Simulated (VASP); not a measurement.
# Al3C in VASP: notebook, part 2 of 2

VASP 6.6.1. Earlier steps stand in the parts before.

**3. Single point, r2SCAN**

File POSCAR:

```
Al3C
1.0
    2.8227735243      0.0000000000      0.0000000000
    0.0000000000      2.8227735243      0.0000000000
    0.0000000000      0.0000000000     19.6006972839
Al C
3 1
Direct
    0.5000000000      0.5000000000      0.2040743726
    0.0000000000      0.0000000000      0.3086652018
    0.5000000000      0.5000000000      0.4132861789
    0.5000000000      0.6666666667      0.5093245593
```

File INCAR.step1:

```
PREC = Accurate
ENCUT = 520
ISMEAR = 0
SIGMA = 0.1
LREAL = F
LASPH = T
NELM = 60
LDIPOL = T
IDIPOL = 3
DIPOL = 0.5 0.5 0.359
NBANDS = 14
GGA = PE
ALGO = Normal
EDIFF = 1E-4
LWAVE = T
LCHARG = F
```

File INCAR.step2:

```
PREC = Accurate
ENCUT = 520
EDIFF = 1E-6
ISMEAR = 0
SIGMA = 0.1
LREAL = F
LASPH = T
NELM = 60
ALGO = Normal
ISIF = 2
LWAVE = F
LCHARG = F
LDIPOL = T
IDIPOL = 3
DIPOL = 0.5 0.5 0.359
METAGGA = R2SCAN
LMIXTAU = T
NBANDS = 14
ISTART = 1
```

File KPOINTS:

```
Automatic mesh
0
Gamma
  9 9 1
```

Potentials or basis: VASP PAW PBE potentials, release 64 (Al, C).

Run with:

```console
> cat potpaw_PBE.64/Al/POTCAR potpaw_PBE.64/C/POTCAR > POTCAR
> cp INCAR.step1 INCAR
> mpirun -np 1 vasp_std > vasp.out
> cp INCAR.step2 INCAR
> mpirun -np 1 vasp_std > vasp.out
```

OUTCAR:

```text
PREC = Accurate
   ENCUT = 520
   EDIFF = 1E-6
   ISMEAR = 0
   LREAL = F
   LASPH = T
   NELM = 60
   ISIF = 2
   METAGGA = R2SCAN
   ISTART = 1

 ion  position               nearest neighbor table
   1  0.500  0.500  0.204-   2 2.86   2 2.86   2 2.86   2 2.86
   2  0.000  0.000  0.309-   1 2.86   1 2.86   1 2.86   1 2.86   3 2.86   3 2.86   3 2.86   3 2.86

   3  0.500  0.500  0.413-   4 1.94   2 2.86   2 2.86   2 2.86   2 2.86
   4  0.500  0.667  0.509-   3 1.94

  LATTYP: Found a simple tetragonal cell.
 ALAT       =     2.8227735243
 C/A-ratio  =     6.9437725397

  Lattice vectors:

 A1 = (   2.8227735243,   0.0000000000,   0.0000000000)
 A2 = (   0.0000000000,   2.8227735243,   0.0000000000)
 A3 = (   0.0000000000,   0.0000000000,  19.6006972839)

Analysis of symmetry for initial positions (statically):
=====================================================================
 Subroutine PRICEL returns:
 Original cell was already a primitive cell.

 Routine SETGRP: Setting up the symmetry group for a
 simple tetragonal supercell.

 Subroutine GETGRP returns: Found  2 space group operations
 (whereof  2 operations were pure point group operations)
 out of a pool of 16 trial point group operations.

The static configuration has the point symmetry C_1h.

Analysis of symmetry for dynamics (positions and initial velocities):
=====================================================================
 Subroutine PRICEL returns:
 Original cell was already a primitive cell.

 Routine SETGRP: Setting up the symmetry group for a
 simple tetragonal supercell.

 Subroutine GETGRP returns: Found  2 space group operations
 (whereof  2 operations were pure point group operations)
 out of a pool of 16 trial point group operations.

The dynamic configuration has the point symmetry C_1h.

 Subroutine INISYM returns: Found  2 space group operations
 (whereof  2 operations are pure point group operations),
 and found     1 'primitive' translations

----------------------------------------------------------------------------------------

                                     Primitive cell

  volume of cell :     156.1793

  direct lattice vectors                    reciprocal lattice vectors
     2.822773524  0.000000000  0.000000000     0.354261506  0.000000000  0.000000000
     0.000000000  2.822773524  0.000000000     0.000000000  0.354261506  0.000000000
     0.000000000  0.000000000 19.600697284     0.000000000  0.000000000  0.051018593

  length of vectors
     2.822773524  2.822773524 19.600697284     0.354261506  0.354261506  0.051018593

  position of ions in fractional coordinates (direct lattice)
     0.500000000  0.500000000  0.204074373
     0.000000000  0.000000000  0.308665202
     0.500000000  0.500000000  0.413286179
     0.500000000  0.666666667  0.509324559

  ion indices of the primitive-cell ions
   primitive index   ion index
                 1           1
                 2           2
                 3           3
                 4           4

----------------------------------------------------------------------------------------

 KPOINTS: Automatic mesh

Automatic generation of k-mesh.
 Grid dimensions read from file:
 generate k-points for:    9    9    1

 Generating k-lattice:

  Cartesian coordinates                     Fractional coordinates (reciprocal lattice)
[... 52 lines left out ...]
   ICHARG =      0    charge: 1-file 2-atom 10-const
   ISPIN  =      1    spin polarized calculation?
   LNONCOLLINEAR =      F non collinear calculations
   LSORBIT =      F    spin-orbit coupling
   LASPH  =      T    aspherical Exc in radial PAW
   ENCUT  =  520.0 eV  38.22 Ry    6.18 a.u.   5.25  5.25 36.44*2*pi/ulx,y,z
   NELM   =     60;   NELMIN=  2; NELMDL=  0     # of ELM steps
   EDIFF  = 0.1E-05   stopping-criterion for ELM
   LREAL  =      F    real-space projection
   EDIFFG = 0.1E-04   stopping-criterion for IOM
   NSW    =      0    number of steps for IOM
   IBRION =     -1    ionic relax: 0-MD 1-quasi-New 2-CG
   NFREE  =      0    steps in history (QN), initial steepest desc. (CG)
   ISIF   =      2    stress and relaxation
   ISYM   =      2    0-nonsym 1-usesym 2-fastsym
   POTIM  = 0.5000    time-step for ionic-motion
   TEBEG  =    0.0;   TEEND  =   0.0 temperature during run
   PSTRESS=    0.0 pullay stress
   NELECT =      13.0000    total number of electrons
   NUPDOWN=      -1.0000    fix difference up-down
   EMIN   =  10.00;   EMAX   =-10.00  energy-range for DOS
   EFERMI =   0.00;   METHOD = LEGACY
   ISMEAR =     0;   SIGMA  =   0.10  broadening in eV -4-tet -1-fermi 0-gaus
   EFERMI_NEDOS =   21; number of points for ismear=-14 and -15
   IALGO  =     38    algorithm
   IMIX   =      4    mixing-type and parameters
     AMIX     =   0.40;   BMIX     =  1.00
     AMIX_MAG =   1.60;   BMIX_MAG =  1.00
  volume/ion in A,a.u.               =      39.04       263.49
  Fermi-wavevector in a.u.,A,eV,Ry     =   0.714795  1.350766  6.951648  0.510932
  Thomas-Fermi vector in A             =   1.802788
   LORBIT       =      0    0 simple, 1 ext, 2 COOP (PROOUT), +10 PAW based schemes
   METAGGA = R2SCAN    functional components
   LHFCALC =     F    Hartree Fock is set to
   AEXX    =    0.0000 exact exchange contribution
   IVDW    =     0    specifies the selected vdW correction
   LEPSILON=     F    determine dielectric tensor
   LRPA    =     F    only Hartree local field effects (RPA)
 non-spin polarized calculation
 Gauss-broadening in eV      SIGMA  =   0.10
  energy-cutoff  :      520.00
  volume of cell :      156.18
 maximum number of plane-waves:      4249
 NGX is ok and might be reduce to    24
   NGX = 11   NGY = 11   NGZ = 73

 number of electron      13.0000000 magnetization

 dipolmoment           0.000000      0.000000      0.141979 electrons x Angstroem

 Free energy of the ion-electron system (eV)
  ---------------------------------------------------
  ext. energy  EPLUGINS =         0.00000000
  ---------------------------------------------------
  free energy    TOTEN  =       -24.03950119 eV

  energy without entropy =      -24.03069409  energy(sigma->0) =      -24.03509764

 E-fermi :  -0.9490     XC(G=0):  -5.0336

 val. band max:       -0.9753969500   @ k =  -0.2222   0.3333   0.0000
 cond. band min:      -0.8626764085   @ k =   0.2222   0.2222   0.0000
 fundamental gap:      0.1127205415
 Fermi energy:        -0.9489656376

 k-point     1 :       0.0000    0.0000    0.0000
  band No.  band energies     occupation
      1     -12.7614      2.00000
      2     -11.7285      2.00000
      3      -9.2314      2.00000
      4      -5.5451      2.00000
      5      -2.9520      2.00000
      6       0.1816      0.00000
      7       1.8921      0.00000
      8       1.8999      0.00000
      9       3.1115      0.00000
     10       4.6495      0.00000
     11       5.4284      0.00000
     12       6.0701      0.00000
     13       6.1082      0.00000
     14       6.2819      0.00000
[... 377 lines left out ...]
      1      -9.5840      2.00000
      2      -6.1700      2.00000
      3      -4.2608      2.00000
      4      -3.8825      2.00000
      5      -2.6658      2.00000
      6      -1.6244      2.00000
      7      -1.1407      1.99331
      8      -0.7392      0.00302
      9       0.3219      0.00000
     10       0.9509      0.00000
     11       2.1302      0.00000
     12       2.5857      0.00000
     13       2.9367      0.00000
     14       4.3564      0.00000

 [... further k-points ...]

------------------------ aborting loop because EDIFF is reached ----------------------------------------

 vacuum level on the upper side and lower side of the slab       (xc-potential included)         1.571        -1.564

  FORCE on cell =-STRESS in cart. coord.  units (eV):
  Direction    XX          YY          ZZ          XY          YZ          ZX
  --------------------------------------------------------------------------------------
  -------------------------------------------------------------------------------------
  Total       -3.1503674     -3.4265708     -0.2256151      0.0000000      0.7498292      0.0000000
  in kB      -32.3182762    -35.1517298     -2.3144890      0.0000000      7.6921786      0.0000000
  external PRESSURE =     -23.2614984 kB  Pullay stress =       0.0000000 kB

 VOLUME and BASIS-vectors are now :
 -----------------------------------------------------------------------------
  energy-cutoff  :      520.00
  volume of cell :      156.18
      direct lattice vectors                 reciprocal lattice vectors
     2.822773524  0.000000000  0.000000000     0.354261506  0.000000000  0.000000000
     0.000000000  2.822773524  0.000000000     0.000000000  0.354261506  0.000000000
     0.000000000  0.000000000 19.600697284     0.000000000  0.000000000  0.051018593

 POSITION                                       TOTAL-FORCE (eV/Angst)
 -----------------------------------------------------------------------------------
      1.41139      1.41139      4.00000         0.000000      0.024354      0.030359
      0.00000      0.00000      6.05005         0.000000      0.059536      0.064856
      1.41139      1.41139      8.10070         0.000000     -0.600058     -0.107756
      1.41139      1.88185      9.98312         0.000000      0.516168      0.012542
 -----------------------------------------------------------------------------------
    total drift:                               -0.000000     -0.000373     -0.000359

  FREE ENERGIE OF THE ION-ELECTRON SYSTEM (eV)
  ---------------------------------------------------
  free  energy   TOTEN  =       -24.0395011896 eV

  energy  without entropy=      -24.0306940899  energy(sigma->0) =      -24.03509764

 vacuum level on the upper side and lower side of the slab         6.585         3.360
```

It took 2.4 min on 1 thread of Intel Xeon 6975P-C (Granite Rapids), shared host; peak memory 0.32 GiB.

What came out:

- Free energy: -24.0395 eV
- Largest force: 0.610 eV/Å

Forces in eV/Å, atoms in the order of the input:
```
Al   0.000  0.024  0.030
Al   0.000  0.060  0.065
Al   0.000 -0.600 -0.108
C    0.000  0.516  0.013
```

Caveat: the PAW data sets were made with another functional, which shifts forces and pressure a little.

**4. Single point, r2SCAN**

POSCAR: that of step 3 with these lines changed.

```diff
@@ -11,2 +11,2 @@
     0.5000000000      0.5000000000      0.4132861789
-    0.5000000000      0.6666666667      0.5093245593
+    0.8333333333      1.0000000000      0.4040086825
```

File INCAR.step1:

```
SYSTEM = Al3C
ALGO = Normal
DIPOL = 0.5 0.5 0.333
EDIFF = 1E-4
ENCUT = 520
GGA = PE
IDIPOL = 3
ISMEAR = 0
LASPH = .TRUE.
LCHARG = .FALSE.
LDIPOL = .TRUE.
LREAL = .FALSE.
LWAVE = .TRUE.
NBANDS = 14
NELM = 60
PREC = Accurate
SIGMA = 0.1
```

File INCAR.step2:

```
SYSTEM = Al3C
ALGO = Normal
DIPOL = 0.5 0.5 0.333
EDIFF = 1E-6
ENCUT = 520
IDIPOL = 3
ISIF = 2
ISMEAR = 0
ISTART = 1
LASPH = .TRUE.
LCHARG = .TRUE.
LDIPOL = .TRUE.
LELF = .TRUE.
LMIXTAU = .TRUE.
LREAL = .FALSE.
LVACPOTAV = .TRUE.
LVHAR = .TRUE.
LWAVE = .FALSE.
METAGGA = R2SCAN
NBANDS = 14
NELM = 60
PREC = Accurate
SIGMA = 0.1
```

File KPOINTS:

```
k-points
0
G
  9 9 1
  0 0 0
```

Run with:

```console
> cat potpaw_PBE.64/Al/POTCAR potpaw_PBE.64/C/POTCAR > POTCAR
> cp INCAR.step1 INCAR
> mpirun -np 1 vasp_std > vasp.out
> cp INCAR.step2 INCAR
> mpirun -np 1 vasp_std > vasp.out
```

Run time: 3.1 min. Hardware: 1 thread of Intel Xeon 6975P-C (Granite Rapids), shared host; peak memory 0.32 GiB.

Results (log left out):

- Free energy: -26.9122 eV
- Largest force: 6.513 eV/Å

Forces in eV/Å, atoms in the order of the input:
```
Al  -0.101  0.000  0.492
Al  -0.104  0.000 -1.211
Al  -6.308  0.000  0.719
C    6.513  0.000  0.000
```

Levels at points of the mesh, in eV from the Fermi level:
```csv
k point,band 4,band 5,band 6,band 7,band 8,band 9
"(0.00, 0.00, 0.00)",-3.62,-1.18,-0.54,0.67,2.55,3.58
```

Caveat: the PAW data sets were made with another functional, which shifts forces and pressure a little.

**5. Single point, r2SCAN**

POSCAR: that of step 4 with these lines changed.

```diff
@@ -11,2 +11,2 @@
     0.5000000000      0.5000000000      0.4132861789
-    0.8333333333      1.0000000000      0.4040086825
+    0.6666666667      1.0000000000      0.4777435324
```

File INCAR.step1:

```
SYSTEM = Al3C
PREC = Accurate
ENCUT = 520
ISMEAR = 0
SIGMA = 0.1
LREAL = .FALSE.
LASPH = .TRUE.
NELM = 100
LDIPOL = .TRUE.
IDIPOL = 3
DIPOL = 0.5 0.5 0.351
NBANDS = 14
GGA = PE
ALGO = Normal
EDIFF = 1E-4
LWAVE = .TRUE.
LCHARG = .FALSE.
```

File INCAR.step2:

```
SYSTEM = Al3C
PREC = Accurate
ENCUT = 520
EDIFF = 1E-7
ISMEAR = 0
SIGMA = 0.1
LREAL = .FALSE.
LASPH = .TRUE.
NELM = 100
ALGO = Normal
ISIF = 2
LWAVE = .FALSE.
LCHARG = .TRUE.
LDIPOL = .TRUE.
IDIPOL = 3
DIPOL = 0.5 0.5 0.351
METAGGA = R2SCAN
LMIXTAU = .TRUE.
LELF = .TRUE.
LVHAR = .TRUE.
LVACPOTAV = .TRUE.
NBANDS = 14
ISTART = 1
```

File KPOINTS:

```
Automatic mesh
0
G
  9 9 1
  0 0 0
```

Potentials or basis: VASP PAW PBE potentials, release 64 (Al, C).

Run with:

```console
> cat potpaw_PBE.64/Al/POTCAR potpaw_PBE.64/C/POTCAR > POTCAR
> cp INCAR.step1 INCAR
> mpirun -np 1 vasp_std > vasp.out
> cp INCAR.step2 INCAR
> mpirun -np 1 vasp_std > vasp.out
```

OUTCAR:

```text
SYSTEM = Al3C
   PREC = Accurate
   ENCUT = 520
   EDIFF = 1E-7
   ISMEAR = 0
   LREAL = .FALSE.
   LASPH = .TRUE.
   NELM = 100
   ISIF = 2
   METAGGA = R2SCAN
   ISTART = 1

 ion  position               nearest neighbor table
   1  0.500  0.500  0.204-   2 2.86   2 2.86   2 2.86   2 2.86
   2  0.000  0.000  0.309-   1 2.86   1 2.86   1 2.86   1 2.86   3 2.86   3 2.86   3 2.86   3 2.86

   3  0.500  0.500  0.413-   4 1.95   4 1.95   2 2.86   2 2.86   2 2.86   2 2.86
   4  0.667  0.000  0.478-   3 1.95   3 1.95

[... 612 lines left out ...]
  -------------------------------------------------------------------------------------
  Total       -2.1163948     -0.9298430      0.4927849      0.0000000      0.0000000      0.9075161
  in kB      -21.7111927     -9.5388626      5.0552702      0.0000000      0.0000000      9.3098209
  external PRESSURE =      -8.7315950 kB  Pullay stress =       0.0000000 kB

 VOLUME and BASIS-vectors are now :
 -----------------------------------------------------------------------------
  energy-cutoff  :      520.00
  volume of cell :      156.18
      direct lattice vectors                 reciprocal lattice vectors
     2.822773524  0.000000000  0.000000000     0.354261506  0.000000000  0.000000000
     0.000000000  2.822773524  0.000000000     0.000000000  0.354261506  0.000000000
     0.000000000  0.000000000 19.600697284     0.000000000  0.000000000  0.051018593

 POSITION                                       TOTAL-FORCE (eV/Angst)
 -----------------------------------------------------------------------------------
      1.41139      1.41139      4.00000        -0.006087      0.000000     -0.119791
      0.00000      0.00000      6.05005         0.033537      0.000000      0.001390
      1.41139      1.41139      8.10070        -0.780605      0.000000      0.118818
      1.88185      0.00000      9.36411         0.753155      0.000000     -0.000417
 -----------------------------------------------------------------------------------
    total drift:                               -0.000064     -0.000000      0.000118

  FREE ENERGIE OF THE ION-ELECTRON SYSTEM (eV)
  ---------------------------------------------------
  free  energy   TOTEN  =       -25.1297502646 eV

  energy  without entropy=      -25.1166653938  energy(sigma->0) =      -25.12320783

 vacuum level on the upper side and lower side of the slab         6.258         3.411
```

Run time: 2.4 min. Hardware: 1 thread of Intel Xeon 6975P-C (Granite Rapids), shared host; peak memory 0.32 GiB.

What came out:

- Free energy: -25.1298 eV
- Largest force: 0.790 eV/Å

Forces on the atoms (eV/Å):
```
Al  -0.006  0.000 -0.120
Al   0.034  0.000  0.001
Al  -0.781  0.000  0.119
C    0.753  0.000  0.000
```

Levels at points of the mesh, in eV from the Fermi level:
```csv
k point,band 5,band 6,band 7,band 8,band 9,band 10
"(0.00, 0.00, 0.00)",-1.23,1.02,1.95,2.57,4.56,5.81
```

Caveat: the PAW data sets were made with another functional, which shifts forces and pressure a little.
